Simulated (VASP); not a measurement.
B16N15 (a cell with a defect) (vacancy hop of N): single point with PBE

B16N15 (a cell with a defect) (vacancy hop of N):

```xyz
31
Lattice="-3.6241 3.6241 -3.6241 3.6241 3.6241 3.6241 3.6241 -3.6241 -3.6241" Properties=species:S:1:pos:R:3 pbc="T T T"
B    -0.0306    0.0560   -0.0168
B     3.6516   -1.8338   -1.7791
B     3.6379   -0.0034    0.0303
B     3.6327    1.8978    1.7056
B     1.8163   -1.7936   -3.5851
B     1.9956   -0.0515   -1.8164
B     1.7643    1.7693   -0.0272
B     1.7928    3.6211    1.8094
B    -0.0433   -0.0657   -3.6125
B    -0.1018    1.9158   -1.7394
B     0.0219    3.6628    0.0021
B     3.6289    1.8180   -1.8143
B    -1.7247    1.7296   -3.4971
B    -1.8075    3.6545   -1.7881
B     1.8530    1.8527   -3.6381
B     1.8201    3.6393   -1.8062
N     0.7540   -0.5503   -1.4569
N     0.8966    0.8724    0.9149
N     4.5326   -0.9142   -0.8728
N     4.5375    0.9036    0.9137
N    -0.9344    0.9374   -0.9050
N     2.7951   -0.9024   -2.7342
N     2.7268    0.9056   -0.9177
N     2.6124    2.6908    0.8513
N     0.9176   -0.8817   -4.4887
N     0.9013    2.7115   -0.9387
N     0.9055    4.5427    0.9244
N    -0.8929    0.9266   -4.4821
N    -0.9054    2.7307   -2.7101
N    -0.8932    4.5654   -0.8744
N     2.7267    2.7151   -2.7104
```

```yaml
Program: VASP 6.6.1
Task: single point
Functional: PBE
Potentials_or_basis: VASP PAW PBE potentials, release 64 (B, N)
Cutoff: 520 eV
k_mesh: 1 × 1 × 1
Occupations: fermi-dirac, width 0.01 eV
Spin: collinear spin
Fixed_moment: 1 μB
```

The pressure is 5.0 GPa and the largest force is 5.791 eV/Å. The net moment is 1.00 μB per cell, the site moments are B +0.01, +0.00, -0.00, +0.02, +0.20; N +0.10, -0.01, +0.02, -0.00, +0.01, +0.00 μB and the valence electrons inside the program's atomic spheres are B 1.92, 2.01, 2.02, 2.04, 2.03, 2.16, 2.05, 2.00, 1.89, 1.97, 1.99; N 3.98, 3.99, 4.00, 3.96, 3.94, 3.95.

Forces on the atoms (eV/Å):
```
B    0.551 -0.164 -1.333
B   -0.122  0.026 -0.309
B   -0.074  0.105 -0.076
B   -0.211 -0.345  0.120
B    0.056 -0.053 -0.149
B   -0.539  0.047  0.166
B    0.257  0.185  0.042
B    0.040  0.180 -0.088
B   -0.636  0.749 -1.236
B   -0.053 -0.033 -0.292
B   -0.157  0.009 -0.051
B   -0.140 -0.002 -0.154
B    0.439 -0.347  0.334
B    0.014  0.137 -0.203
B    0.029 -0.127 -0.024
B    0.045  0.000 -0.337
N    0.435 -2.244  5.321
N    0.027  0.189 -0.180
N   -0.013 -0.058 -0.065
N   -0.065  0.059 -0.192
N   -0.257  0.314 -0.231
N   -0.409  0.259 -0.188
N    0.045  0.184 -0.189
N    0.620  0.583  0.071
N   -0.028  0.222  0.157
N    0.071 -0.036 -0.072
N   -0.046  0.030 -0.101
N    0.051 -0.059 -0.212
N   -0.029  0.146 -0.102
N    0.055 -0.032 -0.244
N    0.045  0.078 -0.185
```

Stress tensor (GPa, compression positive):
```
 9.87 -4.99  4.91
-4.99  2.86 -2.11
 4.91 -2.11  2.31
```

Wall time 60 s on 1 thread of Intel(R) Xeon(R) Platinum 8488C (Sapphire Rapids), on a shared host, peak memory 0.38 GiB.

Caveat: the k points lie up to 1.23 Å⁻¹ apart; the total moment is fixed, so each spin has its own Fermi level.
